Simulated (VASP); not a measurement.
# AgCl (Pm-3m) in VASP: a series of runs

AgCl is run at these levels: PBE; tasks: single point.

Everything below comes from runs of VASP 6.6.1. Logs are shortened: lines on timing, memory, paths and dates and some standing lists are left out, and cuts for length are marked.

## 1. The cell of the first run

The structure is cubic, space group Pm-3m (No. 221). The conventional cell has a = 3.434 Å, b = 3.434 Å, c = 3.434 Å, α = 90.00°, β = 90.00°, γ = 90.00°. Within 3.9 Å of Ag (site symmetry m-3m) lie 8 Cl at 2.97 Å and 6 Ag at 3.43 Å. Cl (site symmetry m-3m) has 8 Ag at 2.97 Å and 6 Cl at 3.43 Å within 3.9 Å.

## 2. Single point, PBE

Contents of INCAR:

```
SYSTEM = AgCl
ALGO = Normal
EDIFF = 1E-6
ENCUT = 520
GGA = PE
ISIF = 2
ISMEAR = 0
LASPH = .TRUE.
LCHARG = .FALSE.
LREAL = .FALSE.
LWAVE = .FALSE.
NBANDS = 16
NELM = 80
PREC = Accurate
SIGMA = 0.02
```

Contents of KPOINTS:

```
k-points
0
G
  1 1 1
  0 0 0
```

Contents of POSCAR:

```
AgCl
1.0
    3.4339730000      0.0000000000      0.0000000000
    0.0000000000      3.4339730000      0.0000000000
    0.0000000000      0.0000000000      3.4339730000
Ag Cl
1 1
Direct
    0.0000000000      0.0000000000      0.0000000000
    0.5000000000      0.5000000000      0.5000000000
```

Potentials or basis: VASP PAW PBE potentials, release 64 (Ag, Cl).

Launch:

```sh
cat potpaw_PBE.64/Ag/POTCAR potpaw_PBE.64/Cl/POTCAR > POTCAR
mpirun -np 1 vasp_gam > vasp.out
```

OUTCAR:

```text
SYSTEM = AgCl
   EDIFF = 1E-6
   ENCUT = 520
   GGA = PE
   ISIF = 2
   ISMEAR = 0
   LASPH = .TRUE.
   LREAL = .FALSE.
   NELM = 80
   PREC = Accurate

 ion  position               nearest neighbor table
   1  0.000  0.000  0.000-   2 2.97   2 2.97   2 2.97   2 2.97   2 2.97   2 2.97   2 2.97   2 2.97

   2  0.500  0.500  0.500-   1 2.97   1 2.97   1 2.97   1 2.97   1 2.97   1 2.97   1 2.97   1 2.97

  LATTYP: Found a simple cubic cell.
 ALAT       =     3.4339730000

  Lattice vectors:

 A1 = (   3.4339730000,   0.0000000000,   0.0000000000)
 A2 = (   0.0000000000,   3.4339730000,   0.0000000000)
 A3 = (   0.0000000000,   0.0000000000,   3.4339730000)

Analysis of symmetry for initial positions (statically):
=====================================================================
 Subroutine PRICEL returns:
 Original cell was already a primitive cell.

 Routine SETGRP: Setting up the symmetry group for a
 simple cubic supercell.

 Subroutine GETGRP returns: Found 48 space group operations
 (whereof 48 operations were pure point group operations)
 out of a pool of 48 trial point group operations.

The static configuration has the point symmetry O_h .

Analysis of symmetry for dynamics (positions and initial velocities):
=====================================================================
 Subroutine PRICEL returns:
 Original cell was already a primitive cell.

 Routine SETGRP: Setting up the symmetry group for a
 simple cubic supercell.

 Subroutine GETGRP returns: Found 48 space group operations
 (whereof 48 operations were pure point group operations)
 out of a pool of 48 trial point group operations.

The dynamic configuration has the point symmetry O_h .

 Subroutine INISYM returns: Found 48 space group operations
 (whereof 48 operations are pure point group operations),
 and found     1 'primitive' translations

----------------------------------------------------------------------------------------

                                     Primitive cell

  volume of cell :      40.4940

  direct lattice vectors                    reciprocal lattice vectors
     3.433973000  0.000000000  0.000000000     0.291207881  0.000000000  0.000000000
     0.000000000  3.433973000  0.000000000     0.000000000  0.291207881  0.000000000
     0.000000000  0.000000000  3.433973000     0.000000000  0.000000000  0.291207881

  length of vectors
     3.433973000  3.433973000  3.433973000     0.291207881  0.291207881  0.291207881

  position of ions in fractional coordinates (direct lattice)
     0.000000000  0.000000000  0.000000000
     0.500000000  0.500000000  0.500000000

  ion indices of the primitive-cell ions
   primitive index   ion index
                 1           1
                 2           2

----------------------------------------------------------------------------------------

 KPOINTS: k-points

Automatic generation of k-mesh.
 Grid dimensions read from file:
 generate k-points for:    1    1    1

 Generating k-lattice:

  Cartesian coordinates                     Fractional coordinates (reciprocal lattice)
     0.291207881  0.000000000  0.000000000     1.000000000  0.000000000  0.000000000
     0.000000000  0.291207881  0.000000000     0.000000000  1.000000000  0.000000000
     0.000000000  0.000000000  0.291207881     0.000000000  0.000000000  1.000000000

  Length of vectors
     0.291207881  0.291207881  0.291207881

  Shift w.r.t. Gamma in fractional coordinates (k-lattice)
     0.000000000  0.000000000  0.000000000

 Subroutine IBZKPT returns following result:
 ===========================================

 Found      1 irreducible k-points:

 Following reciprocal coordinates:
            Coordinates               Weight
  0.000000  0.000000  0.000000      1.000000
   k-points           NKPTS =      1   k-points in BZ     NKDIM =      1   number of bands    NBANDS=     16
   number of dos      NEDOS =    301   number of ions     NIONS =      2
   total plane-waves  NPLWV =  21952
   dimension x,y,z NGX =    28 NGY =   28 NGZ =   28
   dimension x,y,z NGXF=    56 NGYF=   56 NGZF=   56
   ions per type =               1   1
   NGX,Y,Z   is equivalent  to a cutoff of  13.56, 13.56, 13.56 a.u.
   NGXF,Y,Z  is equivalent  to a cutoff of  27.11, 27.11, 27.11 a.u.
 SYSTEM =  AgCl
   PREC   = accura    normal or accurate (medium, high low for compatibility)
   ISTART =      0    job   : 0-new  1-cont  2-samecut
   ICHARG =      2    charge: 1-file 2-atom 10-const
   ISPIN  =      1    spin polarized calculation?
   LNONCOLLINEAR =      F non collinear calculations
   LSORBIT =      F    spin-orbit coupling
   LASPH  =      T    aspherical Exc in radial PAW
   ENCUT  =  520.0 eV  38.22 Ry    6.18 a.u.   6.38  6.38  6.38*2*pi/ulx,y,z
   NELM   =     80;   NELMIN=  2; NELMDL= -5     # of ELM steps
   EDIFF  = 0.1E-05   stopping-criterion for ELM
   LREAL  =      F    real-space projection
[... 7 lines left out ...]
   TEBEG  =    0.0;   TEEND  =   0.0 temperature during run
   PSTRESS=    0.0 pullay stress
   NELECT =      18.0000    total number of electrons
   NUPDOWN=      -1.0000    fix difference up-down
   EMIN   =  10.00;   EMAX   =-10.00  energy-range for DOS
   EFERMI =   0.00;   METHOD = LEGACY
   ISMEAR =     0;   SIGMA  =   0.02  broadening in eV -4-tet -1-fermi 0-gaus
   EFERMI_NEDOS =   21; number of points for ismear=-14 and -15
   IALGO  =     38    algorithm
   IMIX   =      4    mixing-type and parameters
     AMIX     =   0.40;   BMIX     =  1.00
     AMIX_MAG =   1.60;   BMIX_MAG =  1.00
  volume/ion in A,a.u.               =      20.25       136.63
  Fermi-wavevector in a.u.,A,eV,Ry     =   1.249402  2.361027 21.238760  1.561005
  Thomas-Fermi vector in A             =   2.383444
   LORBIT       =      0    0 simple, 1 ext, 2 COOP (PROOUT), +10 PAW based schemes
   GGA     = PE    functional components
   LHFCALC =     F    Hartree Fock is set to
   AEXX    =    0.0000 exact exchange contribution
   IVDW    =     0    specifies the selected vdW correction
   LEPSILON=     F    determine dielectric tensor
   LRPA    =     F    only Hartree local field effects (RPA)
 non-spin polarized calculation
 Gauss-broadening in eV      SIGMA  =   0.02
  energy-cutoff  :      520.00
  volume of cell :       40.49
 maximum number of plane-waves:       523
 NGX is ok and might be reduce to    28
   NGX = 13   NGY = 13   NGZ = 13

 number of electron      18.0000002 magnetization

 Free energy of the ion-electron system (eV)
  ---------------------------------------------------
  ext. energy  EPLUGINS =         0.00000000
  ---------------------------------------------------
  free energy    TOTEN  =        -1.86977988 eV

  energy without entropy =       -1.86977988  energy(sigma->0) =       -1.86977988

 E-fermi :   3.4739     XC(G=0): -10.1765

 val. band max:        3.3035735562   @ k =   0.0000   0.0000   0.0000
 cond. band min:       4.5359578845   @ k =   0.0000   0.0000   0.0000
 fundamental gap:      1.2323843283
 Fermi energy:         3.4738857150

 k-point     1 :       0.0000    0.0000    0.0000
  band No.  band energies     occupation
      1      -9.6343      2.00000
      2       0.4617      2.00000
      3       0.4617      2.00000
      4       1.3777      2.00000
      5       1.3777      2.00000
      6       1.3777      2.00000
[... 8 lines left out ...]
     15      17.6225      0.00000
     16      20.7939      0.00000

------------------------ aborting loop because EDIFF is reached ----------------------------------------

  FORCE on cell =-STRESS in cart. coord.  units (eV):
  Direction    XX          YY          ZZ          XY          YZ          ZX
  --------------------------------------------------------------------------------------
  -------------------------------------------------------------------------------------
  Total        0.7785174      0.7785174      0.7785174     -0.0000000      0.0000000      0.0000000
  in kB       30.8026627     30.8026627     30.8026627     -0.0000000      0.0000000      0.0000000
  external PRESSURE =      30.8026627 kB  Pullay stress =       0.0000000 kB

 VOLUME and BASIS-vectors are now :
 -----------------------------------------------------------------------------
  energy-cutoff  :      520.00
  volume of cell :       40.49
      direct lattice vectors                 reciprocal lattice vectors
     3.433973000  0.000000000  0.000000000     0.291207881  0.000000000  0.000000000
     0.000000000  3.433973000  0.000000000     0.000000000  0.291207881  0.000000000
     0.000000000  0.000000000  3.433973000     0.000000000  0.000000000  0.291207881

 POSITION                                       TOTAL-FORCE (eV/Angst)
 -----------------------------------------------------------------------------------
      0.00000      0.00000      0.00000         0.000000      0.000000      0.000000
      1.71699      1.71699      1.71699         0.000000      0.000000      0.000000
 -----------------------------------------------------------------------------------
    total drift:                               -0.000000      0.000000      0.000000

  FREE ENERGIE OF THE ION-ELECTRON SYSTEM (eV)
  ---------------------------------------------------
  free  energy   TOTEN  =        -1.8697798758 eV

  energy  without entropy=       -1.8697798758  energy(sigma->0) =       -1.86977988
```

Run time: 4.2 s. Hardware: 1 thread of Intel Xeon Platinum 8488C (Sapphire Rapids), shared host; peak memory 0.14 GiB.

What came out:

| Property | Result |
| --- | --- |
| Free energy | -1.8698 eV |
| Pressure | 3.1 GPa |
| Band gap on the k mesh | 1.23 eV |

Levels at points of the mesh, in eV from the valence-band top:
```
           k point  band 7  band 8  band 9  band 10  band 11  band 12
(0.00, 0.00, 0.00)    0.00    0.00    0.00     1.23    10.51    10.51
```

Caveat: the k points lie up to 1.83 Å⁻¹ apart. A k mesh can miss the band edges.

## 3. Single point, PBE

Contents of INCAR:

```
  PREC = Accurate
  ENCUT = 520
  EDIFF = 1E-6
  ISMEAR = 0
  SIGMA = 0.02
  LREAL = F
  LASPH = T
  NELM = 60
  ALGO = Normal
  ISIF = 2
  LWAVE = F
  LCHARG = T
  GGA = PE
  LELF = T
  LVHAR = T
  NBANDS = 16
```

Contents of KPOINTS:

```
Automatic mesh
0
Gamma
  2 2 2
```

POSCAR is that of step 2.

Potentials or basis: VASP PAW PBE potentials, release 64 (Ag, Cl).

Launch:

```sh
cat potpaw_PBE.64/Ag/POTCAR potpaw_PBE.64/Cl/POTCAR > POTCAR
mpirun -np 1 vasp_std > vasp.out
```

Run time: 6.9 s. Hardware: 1 thread of Intel Xeon Platinum 8488C (Sapphire Rapids), shared host; peak memory 0.15 GiB.

Results (log left out):

```
Free energy            : -4.1636 eV
Pressure               : 6.9 GPa
Band gap on the k mesh : 0.33 eV, indirect (least direct gap 1.71 eV)
```

Levels at points of the mesh, in eV from the valence-band top:
```tsv
k point	band 6	band 7	band 8	band 9	band 10	band 11	band 12	band 13
(0.00, 0.00, 0.00)	-2.20	-1.38	-1.38	-1.38	0.33	9.30	9.30	13.41
(0.50, 0.00, 0.00)	-2.15	-1.80	0.00	0.00	4.70	5.37	9.32	9.80
(0.50, 0.50, 0.00)	-2.48	-2.48	-1.92	-0.71	2.46	8.76	8.76	10.52
(0.50, 0.50, 0.50)	-1.91	-0.33	-0.33	-0.33	4.53	4.53	4.53	6.35
```

Caveat: the k points lie up to 0.91 Å⁻¹ apart.

(Part 1 of 2 ends here.)
